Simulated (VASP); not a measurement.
Co, 1 atom in the cell. It takes space group P6/mmm (No. 191, hexagonal). The conventional cell has a = 2.154 Å, b = 2.154 Å, c = 2.035 Å, α = 90.00°, β = 90.00°, γ = 120.00°. Co (site symmetry 6/mmm) has 8 Co at 2.03 to 2.15 Å within 2.7 Å. 

- Program: VASP 6.6.1
- Task: single point
- Functional: PBE
- Potentials or basis: VASP PAW PBE potentials, release 64 (Co)
- Cutoff: 520 eV
- k mesh: 22 × 22 × 21
- Occupations: fermi-dirac, width 0.1 eV
- Spin: collinear spin, ferromagnetic start
- Starting moments: [2.0] μB
- Dipole correction: no
- Further INCAR settings: ALGO = Normal; EDIFF = 1e-06; NBANDS = 14

Potentials or basis: VASP PAW PBE potentials, release 64 (Co).

Command:

```bash
$ cat potpaw_PBE.64/Co/POTCAR > POTCAR
$ mpirun -np 1 vasp_std > vasp.out
```

Hardware: 1 thread of Intel(R) Xeon(R) Platinum 8559C (Emerald Rapids), on a shared host.

Task: How long does it take, and how much memory?

Result: Wall time 94 s on 1 thread of Intel(R) Xeon(R) Platinum 8559C (Emerald Rapids) (shared host), peak memory 0.21 GiB. Counts: scf iterations 22, k points 572.
